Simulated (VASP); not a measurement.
Wanted: the native input for a VASP 6.6.1 run.

```
Task                   : single point
Functional             : PBE
Potentials or basis    : VASP PAW PBE potentials, release 64 (Sc_sv, N, Al)
Cutoff                 : 600 eV
k mesh                 : 6 × 6 × 4
Occupations            : gaussian, width 0.01 eV
Spin                   : no spin polarisation
Dipole correction      : no
Further INCAR settings : ALGO = Normal; EDIFF = 1e-06; NBANDS = 20
```

The structure of ScAlN2 lies in POSCAR:

```
ScAlN2
1.0
    3.0446085499      0.0000000000      0.0000000000
    0.0000000000      3.0446085499      0.0000000000
    0.0000000000      0.0000000000      4.3189807773
Sc N Al
1 2 1
Direct
    0.0000000000      0.0000000000      0.0000000000
    0.0000000000      0.0000000000      0.5000000000
    0.5000000000      0.5000000000      0.0000000000
    0.5000000000      0.5000000000      0.5000000000
```

The input as run:

INCAR

```
ALGO = Normal
EDIFF = 1E-6
ENCUT = 600
GGA = PE
GGA_COMPAT = False
ISIF = 2
ISMEAR = 0
LASPH = True
LCHARG = True
LELF = True
LREAL = False
LVHAR = True
LWAVE = False
NBANDS = 20
NELM = 120
PREC = Accurate
SIGMA = 0.01
```

KPOINTS

```
k-points
0
Gamma
  6 6 4
```

Potentials or basis: VASP PAW PBE potentials, release 64 (Sc_sv, N, Al).

Run with:

```console
$ cat potpaw_PBE.64/Sc_sv/POTCAR potpaw_PBE.64/N/POTCAR potpaw_PBE.64/Al/POTCAR > POTCAR
$ mpirun -np 1 vasp_std > vasp.out
```

It gave:

| Quantity | Value |
| --- | --- |
| Pressure | 4.2 GPa |
| Band gap on the k mesh | 0.68 eV |

Caveat: the cell stands under pressure.

Wall time 14 s on 1 thread of Intel(R) Xeon(R) Platinum 8559C (Emerald Rapids) (shared host), peak memory 0.17 GiB.
